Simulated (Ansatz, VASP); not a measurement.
# Two plane-wave programs on CO2

INCAR

```
SYSTEM = CO2
PREC = Accurate ; ENCUT = 520
EDIFF = 1E-6 ; ISMEAR = 0
SIGMA = 0.02 ; LREAL = .False.
LASPH = .True. ; NELM = 80
ALGO = Normal ; ISIF = 2
LWAVE = .False. ; LCHARG = .False.
GGA = PE ; IVDW = 12
IBRION = 2 ; NSW = 50
EDIFFG = -0.01
```

The input KPOINTS:

```
regular mesh
0
Gamma
  4 4 4
  0 0 0
```

Contents of POSCAR:

```
CO2
1.0
    5.7697874928      0.0000000000      0.0000000000
    0.0000000000      5.7697874928      0.0000000000
    0.0000000000      0.0000000000      5.7697874928
C O
4 8
Direct
    0.0000000000      0.0000000000      0.0000000000
    0.5000000000      0.0000000000      0.5000000000
    0.5000000000      0.5000000000      0.0000000000
    0.0000000000      0.5000000000      0.5000000000
    0.1181218480      0.1181218480      0.1181218480
    0.3818781520      0.8818781520      0.6181218480
    0.6181218480      0.3818781520      0.8818781520
    0.8818781520      0.6181218480      0.3818781520
    0.8818781520      0.8818781520      0.8818781520
    0.6181218480      0.1181218480      0.3818781520
    0.3818781520      0.6181218480      0.1181218480
    0.1181218480      0.3818781520      0.6181218480
```

Input for Ansatz:

```yaml
crystal:
  lattice:
    - [5.7697874928, 0.0, 0.0]
    - [0.0, 5.7697874928, 0.0]
    - [0.0, 0.0, 5.7697874928]
  atoms:
    - { symbol: C, position: [0.0, 0.0, 0.0] }
    - { symbol: C, position: [0.5, 0.0, 0.5] }
    - { symbol: C, position: [0.5, 0.5, 0.0] }
    - { symbol: C, position: [0.0, 0.5, 0.5] }
    - { symbol: O, position: [0.118121848, 0.118121848, 0.118121848] }
    - { symbol: O, position: [0.381878152, 0.881878152, 0.618121848] }
    - { symbol: O, position: [0.618121848, 0.381878152, 0.881878152] }
    - { symbol: O, position: [0.881878152, 0.618121848, 0.381878152] }
    - { symbol: O, position: [0.881878152, 0.881878152, 0.881878152] }
    - { symbol: O, position: [0.618121848, 0.118121848, 0.381878152] }
    - { symbol: O, position: [0.381878152, 0.618121848, 0.118121848] }
    - { symbol: O, position: [0.118121848, 0.381878152, 0.618121848] }
basis:
  ecutwfc: 420
kpoints:
  mp_grid: { grid: [4, 4, 4] }
hamiltonian:
  xc: pbe
  dispersion: d3bj
scf:
  occupations: { method: gaussian, width: 0.02 }
output:
  forces: true
  stress: true
  eigenvalues: true
relax:
  adjacent_minimum: "off"
  f_tol: 0.01
  max_steps: 30
```

Alike in both runs: task relaxation of the atoms; functional PBE; dispersion D3(BJ); k mesh 4 × 4 × 4; occupations gaussian, width 0.02 eV; no spin polarisation.

|  | VASP | Ansatz |
| --- | --- | --- |
| version | VASP 6.6.1 | Ansatz 0.2.0 |
| potentials or method | VASP PAW PBE potentials, release 64 (C, O), cutoff 520 eV | scalar-relativistic, plane waves, PAW |
| valence electrons in the cell | 64 | 64 |

VASP gave:

| Item | Value |
| --- | --- |
| gap on the k mesh at the Fermi level, each at its own relaxed structure (eV) | 6.65 |

**Question.** Which values does Ansatz return?

**Answer.** gap on the k mesh at the Fermi level, each at its own relaxed structure (eV): 6.72.

Ansatz's warnings: stress scf threshold loose.

Noted on VASP's run: the standard files for N, O and F lose accuracy on very short bonds.
